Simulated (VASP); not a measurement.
Wanted: the native input for a VASP 6.6.1 run.

| Item | Value |
| --- | --- |
| Task | single point |
| Functional | PBE |
| Potentials or basis | VASP PAW PBE potentials, release 64 (Al) |
| Cutoff | 520 eV |
| k mesh | 18 × 18 × 18 |
| Occupations | gaussian, width 0.1 eV |
| Spin | no spin polarisation |
| Dipole correction | no |
| Further INCAR settings | ALGO = Normal; EDIFF = 1e-06; NBANDS = 8 |

The structure of Al lies in POSCAR:

```
Al
1.0
    0.0000000000      1.9964395497      1.9964395497
    1.9964395497      0.0000000000      1.9964395497
    1.9964395497      1.9964395497      0.0000000000
Al
1
Direct
    0.0000000000      0.0000000000      0.0000000000
```

These files were run (other wordings do the same):

INCAR

```
PREC = Accurate
ENCUT = 520
EDIFF = 1E-6
ISMEAR = 0
SIGMA = 0.1
LREAL = F
LASPH = T
NELM = 100
ALGO = Normal
ISIF = 2
LWAVE = F
LCHARG = T
GGA = PE
LELF = T
LVHAR = T
NBANDS = 8
```

KPOINTS

```
Automatic mesh
0
Gamma
  18 18 18
```

Potentials or basis: VASP PAW PBE potentials, release 64 (Al).

Command:

```sh
$ cat potpaw_PBE.64/Al/POTCAR > POTCAR
$ mpirun -np 1 vasp_std > vasp.out
```

Results of the run:

| Item | Value |
| --- | --- |
| Pressure | 3.0 GPa |

It took 11 s on 1 thread of Intel Xeon 6975P-C, on a shared host, peak memory 0.14 GiB.
